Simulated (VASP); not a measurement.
# Si (Fd-3m) in VASP: G0W0 quasiparticle levels with PBE

Aim: the G0W0 quasiparticle levels of Si with PBE.

Program: VASP 6.6.1. These are calculated values, not measurements. Logs are shortened: lines on timing, memory, paths and dates and some standing lists are left out, and cuts for length are marked.

### Step 1. The cell of the first run

The structure is cubic, space group Fd-3m (No. 227). Conventional cell: a = 5.444 Å, b = 5.444 Å, c = 5.444 Å, α = 90.00°, β = 90.00°, γ = 90.00°. Within 3.1 Å of Si (site symmetry -43m) lie 4 Si at 2.36 Å.

### Step 2. G0W0 quasiparticle levels, PBE

The input, POSCAR:

```
Si
1.0
    0.0000000000      2.7221188962      2.7221188962
    2.7221188962      0.0000000000      2.7221188962
    2.7221188962      2.7221188962      0.0000000000
Si
2
Direct
    0.0000000000      0.0000000000      0.0000000000
    0.2500000000      0.2500000000      0.2500000000
```

The input, INCAR.step1:

```
SYSTEM = Si
PREC = Accurate
ENCUT = 500
EDIFF = 1E-8
ISMEAR = 0
SIGMA = 0.01
LREAL = .False.
LASPH = .True.
NELM = 100
ALGO = Normal
LWAVE = .True.
LCHARG = .False.
GGA = PE
```

The input, INCAR.step2:

```
SYSTEM = Si
PREC = Accurate
ENCUT = 500
EDIFF = 1E-8
ISMEAR = 0
SIGMA = 0.01
LREAL = .False.
LASPH = .True.
NELM = 1
ALGO = Exact
LWAVE = .True.
LCHARG = .False.
GGA = PE
NBANDS = 94
LOPTICS = .True.
ISTART = 1
```

The input, INCAR.step3:

```
SYSTEM = Si
PREC = Accurate
ENCUT = 500
EDIFF = 1E-8
ISMEAR = 0
SIGMA = 0.01
LREAL = .False.
LASPH = .True.
ALGO = EVGW0
LWAVE = .False.
LCHARG = .False.
GGA = PE
NELMGW = 1
NBANDS = 94
ENCUTGW = 60.0
NOMEGA = 48
PRECFOCK = Fast
ISTART = 1
NBANDSGW = 12
```

The input, KPOINTS:

```
regular mesh
0
Gamma
  4 4 4
  0 0 0
```

Potentials or basis: VASP PAW PBE potentials, release 64 (Si_GW).

Run with:

```console
> cat potpaw_PBE.64/Si_GW/POTCAR > POTCAR
> cp INCAR.step1 INCAR
> mpirun -np 1 vasp_std > vasp.out
> cp INCAR.step2 INCAR
> mpirun -np 1 vasp_std > vasp.out
> cp INCAR.step3 INCAR
> mpirun -np 1 vasp_std > vasp.out
```

OUTCAR:

```text
SYSTEM = Si
   PREC = Accurate
   ENCUT = 500
   EDIFF = 1E-8
   ISMEAR = 0
   LREAL = .False.
   LASPH = .True.
   GGA = PE
   NELMGW = 1
   ENCUTGW = 60.0
   PRECFOCK = Fast
   ISTART = 1

 ion  position               nearest neighbor table
   1  0.000  0.000  0.000-   2 2.36   2 2.36   2 2.36   2 2.36
   2  0.250  0.250  0.250-   1 2.36   1 2.36   1 2.36   1 2.36

  LATTYP: Found a face centered cubic cell.
 ALAT       =     5.4442377924

  Lattice vectors:

 A1 = (   0.0000000000,   2.7221188962,   2.7221188962)
 A2 = (   2.7221188962,   0.0000000000,   2.7221188962)
 A3 = (   2.7221188962,   2.7221188962,   0.0000000000)

Analysis of symmetry for initial positions (statically):
=====================================================================
 Subroutine PRICEL returns:
 Original cell was already a primitive cell.

 Routine SETGRP: Setting up the symmetry group for a
 face centered cubic supercell.

 Subroutine GETGRP returns: Found 48 space group operations
 (whereof 24 operations were pure point group operations)
 out of a pool of 48 trial point group operations.

The static configuration has the point symmetry T_d .
 The point group associated with its full space group is O_h .

Analysis of symmetry for dynamics (positions and initial velocities):
=====================================================================
 Subroutine PRICEL returns:
 Original cell was already a primitive cell.

 Routine SETGRP: Setting up the symmetry group for a
 face centered cubic supercell.

 Subroutine GETGRP returns: Found 48 space group operations
 (whereof 24 operations were pure point group operations)
 out of a pool of 48 trial point group operations.

The dynamic configuration has the point symmetry T_d .
 The point group associated with its full space group is O_h .

 Subroutine INISYM returns: Found 48 space group operations
 (whereof 24 operations are pure point group operations),
 and found     1 'primitive' translations

----------------------------------------------------------------------------------------

                                     Primitive cell

  volume of cell :      40.3414

  direct lattice vectors                    reciprocal lattice vectors
     0.000000000  2.722118896  2.722118896    -0.183680441  0.183680441  0.183680441
     2.722118896  0.000000000  2.722118896     0.183680441 -0.183680441  0.183680441
     2.722118896  2.722118896  0.000000000     0.183680441  0.183680441 -0.183680441

  length of vectors
     3.849657461  3.849657461  3.849657461     0.318143857  0.318143857  0.318143857

  position of ions in fractional coordinates (direct lattice)
     0.000000000  0.000000000  0.000000000
     0.250000000  0.250000000  0.250000000

  ion indices of the primitive-cell ions
   primitive index   ion index
                 1           1
                 2           2

----------------------------------------------------------------------------------------

 KPOINTS: regular mesh

Automatic generation of k-mesh.
 Grid dimensions read from file:
 generate k-points for:    4    4    4

 Generating k-lattice:

  Cartesian coordinates                     Fractional coordinates (reciprocal lattice)
    -0.045920110  0.045920110  0.045920110     0.250000000  0.000000000  0.000000000
     0.045920110 -0.045920110  0.045920110     0.000000000  0.250000000  0.000000000
     0.045920110  0.045920110 -0.045920110     0.000000000  0.000000000  0.250000000

  Length of vectors
     0.079535964  0.079535964  0.079535964

  Shift w.r.t. Gamma in fractional coordinates (k-lattice)
     0.000000000  0.000000000  0.000000000

 Subroutine IBZKPT returns following result:
 ===========================================

 Found      8 irreducible k-points:

 Following reciprocal coordinates:
            Coordinates               Weight
  0.000000  0.000000  0.000000      1.000000
  0.250000  0.000000  0.000000      8.000000
  0.500000  0.000000  0.000000      4.000000
  0.250000  0.250000  0.000000      6.000000
  0.500000  0.250000  0.000000     24.000000
 -0.250000  0.250000  0.000000     12.000000
  0.500000  0.500000  0.000000      3.000000
 -0.250000  0.500000  0.250000      6.000000
   k-points           NKPTS =      8   k-points in BZ     NKDIM =     64   number of bands    NBANDS=     94
   number of dos      NEDOS =    301   number of ions     NIONS =      2
   total plane-waves  NPLWV =  21952
   dimension x,y,z NGX =    28 NGY =   28 NGZ =   28
   dimension x,y,z NGXF=    56 NGYF=   56 NGZF=   56
   ions per type =               2
   NGX,Y,Z   is equivalent  to a cutoff of  12.09, 12.09, 12.09 a.u.
   NGXF,Y,Z  is equivalent  to a cutoff of  24.18, 24.18, 24.18 a.u.
 SYSTEM =  Si
   PREC   = accura    normal or accurate (medium, high low for compatibility)
   ISTART =      1    job   : 0-new  1-cont  2-samecut
   ICHARG =      0    charge: 1-file 2-atom 10-const
   ISPIN  =      1    spin polarized calculation?
   LNONCOLLINEAR =      F non collinear calculations
   LSORBIT =      F    spin-orbit coupling
   LASPH  =      T    aspherical Exc in radial PAW
   ENCUT  =  500.0 eV  36.75 Ry    6.06 a.u.   7.02  7.02  7.02*2*pi/ulx,y,z
   NELM   =     60;   NELMIN=  2; NELMDL=  0     # of ELM steps
   EDIFF  = 0.1E-07   stopping-criterion for ELM
   LREAL  =      F    real-space projection
   EDIFFG = 0.1E-06   stopping-criterion for IOM
   NSW    =      0    number of steps for IOM
   IBRION =     -1    ionic relax: 0-MD 1-quasi-New 2-CG
   NFREE  =      0    steps in history (QN), initial steepest desc. (CG)
   ISIF   =      0    stress and relaxation
   ISYM   =      3    0-nonsym 1-usesym 2-fastsym
   POTIM  = 0.5000    time-step for ionic-motion
   TEBEG  =    0.0;   TEEND  =   0.0 temperature during run
   PSTRESS=    0.0 pullay stress
   NELECT =       8.0000    total number of electrons
   NUPDOWN=      -1.0000    fix difference up-down
   EMIN   =  10.00;   EMAX   =-10.00  energy-range for DOS
   EFERMI =   0.00;   METHOD = LEGACY
   ISMEAR =     0;   SIGMA  =   0.01  broadening in eV -4-tet -1-fermi 0-gaus
   EFERMI_NEDOS =   21; number of points for ismear=-14 and -15
   IALGO  =     38    algorithm
   IMIX   =      4    mixing-type and parameters
     AMIX     =   0.40;   BMIX     =  1.00
     AMIX_MAG =   1.60;   BMIX_MAG =  1.00
  volume/ion in A,a.u.               =      20.17       136.12
  Fermi-wavevector in a.u.,A,eV,Ry     =   0.954672  1.804069 12.400344  0.911400
  Thomas-Fermi vector in A             =   2.083440
   LORBIT       =      0    0 simple, 1 ext, 2 COOP (PROOUT), +10 PAW based schemes
   GGA     = PE    functional components
   LHFCALC =     T    Hartree Fock is set to
   PRECFOCK=fast      Normal, Fast or Accurate (Low or Medium for compatibility)
   ENCUT4O =  -1.0   cutoff for four orbital integrals eV
   NKREDX  =     1    reduce k-point grid by
   NKREDY  =     1    reduce k-point grid by
   NKREDZ  =     1    reduce k-point grid by
   AEXX    =    1.0000 exact exchange contribution
   HFSCREEN=    0.0000 screening length (either q_TF or 0.3 A-1)
   HFSCREENC=   0.0000 screening length for correlation (either q_TF or 0.3 A-1)
   ENCUTFOCK=  -1.0 apply spherical cutoff to Coloumb kernel
   IVDW    =     0    specifies the selected vdW correction
   LEPSILON=     F    determine dielectric tensor
   LRPA    =     F    only Hartree local field effects (RPA)
   LRPAFORCE           =     F    calculate RPA forces
   ENCUTGW             =  60.0    cutoff for response function in eV
   ENCUTGWSOFT         =  48.0    soft cutoff for Coulomb kernel in GW response function in eV
   ENCUTLF             =  -1.0    cutoff for local field effects
   NELMGW              =     1    number of iterations in solving QP/BSE equation
   NELMHF              =     1    number of iterations in the inner HF iteration
   NKREDLFX            =     1    NKREDLFY  =   1   NKREDLFZ  =   1
 non-spin polarized calculation
 Gauss-broadening in eV      SIGMA  =   0.01
  energy-cutoff  :      500.00
  volume of cell :       40.34
 maximum number of plane-waves:      1036
  NGX = 16; NGY = 16; NGZ = 16
   NGX = 13   NGY = 13   NGZ = 13
 maximum number of plane-waves:        51
 NGX is ok and might be reduce to    10

 QP shifts <psi_nk| G(iteration)W_0 |psi_nk>: iteration 1
 for sc-GW calculations column KS-energies equals QP-energies in previous step
 and V_xc(KS)=  KS-energies - (<T + V_ion + V_H > + <T+V_H+V_ion>^1  + <V_x>^1)

 k-point   1 :       0.0000    0.0000    0.0000
  band No.  KS-energies  QP-energies   sigma(KS)   V_xc(KS)     V^pw_x(r,r')   Z            occupation Imag(sigma)

      1      -6.4855      -6.7601     -10.8446     -10.4400     -17.4657       0.6785       2.0000       1.2361
      2       5.4339       5.2367     -11.6582     -11.4007     -13.0141       0.7655       2.0000       0.1061
      3       5.4339       5.2367     -11.6582     -11.4007     -13.0141       0.7655       2.0000       0.1061
      4       5.4339       5.2367     -11.6582     -11.4007     -13.0141       0.7655       2.0000       0.1061
      5       7.9750       8.2688      -9.6959     -10.0839      -5.5639       0.7573       0.0000      -0.0467
      6       7.9750       8.2688      -9.6959     -10.0839      -5.5639       0.7573       0.0000      -0.0467
      7       7.9750       8.2688      -9.6959     -10.0839      -5.5639       0.7573       0.0000      -0.0467
      8       8.7111       9.2254     -10.3623     -11.0471      -5.8606       0.7510       0.0000      -0.0738
      9      13.1330      13.4865      -9.5067      -9.9885      -4.1855       0.7339       0.0000      -0.1739
     10      13.1330      13.4865      -9.5067      -9.9885      -4.1855       0.7339       0.0000      -0.1739
     11      13.3599      13.1774      -7.9432      -7.7047      -2.5874       0.7654       0.0000      -0.2804
     12      16.6356      16.5231      -8.4552      -8.3072      -2.2325       0.7599       0.0000      -0.5785

 k-point   2 :       0.2500    0.0000    0.0000
  band No.  KS-energies  QP-energies   sigma(KS)   V_xc(KS)     V^pw_x(r,r')   Z            occupation Imag(sigma)
[... 97 lines left out ...]
      1      -2.2043      -2.4417     -11.3192     -10.9796     -16.0619       0.6990       2.0000       0.5740
      2      -2.2043      -2.4417     -11.3192     -10.9796     -16.0619       0.6990       2.0000       0.5740
      3       1.5999       1.2039     -10.5471     -10.0058     -12.9020       0.7316       2.0000       0.1641
      4       1.5999       1.2039     -10.5471     -10.0058     -12.9020       0.7316       2.0000       0.1641
      5       9.6948       9.8674      -9.3364      -9.5642      -4.8825       0.7574       0.0000      -0.0924
      6       9.6948       9.8674      -9.3364      -9.5642      -4.8825       0.7574       0.0000      -0.0924
      7      10.3947      10.7175      -9.6707     -10.1064      -4.6787       0.7407       0.0000      -0.1309
      8      10.3947      10.7175      -9.6707     -10.1064      -4.6787       0.7407       0.0000      -0.1309
      9      15.9580      16.3244     -10.1918     -10.6908      -3.8805       0.7342       0.0000      -0.5399
     10      15.9580      16.3244     -10.1918     -10.6908      -3.8805       0.7342       0.0000      -0.5399
     11      18.3977      18.7561      -9.9362     -10.4240      -3.3861       0.7346       0.0000      -0.7297
     12      18.3977      18.7561      -9.9362     -10.4240      -3.3861       0.7346       0.0000      -0.7297
```

Wall time 69 s (1 thread of Intel Xeon Platinum 8375C at 2.90GHz (Ice Lake), shared host); peak memory 0.35 GiB.

What came out:

```
Quasiparticle gap                                   : 0.99 eV
Least direct quasiparticle gap                      : 3.03 eV
Band gap of the starting levels on the mesh         : 0.71 eV
Least direct gap of the starting levels on the mesh : 2.54 eV
```

Caveat: the k points lie up to 0.50 Å⁻¹ apart; bands, screening cutoff and mesh are small and nothing is extrapolated, so the quasiparticle values aren't converged.
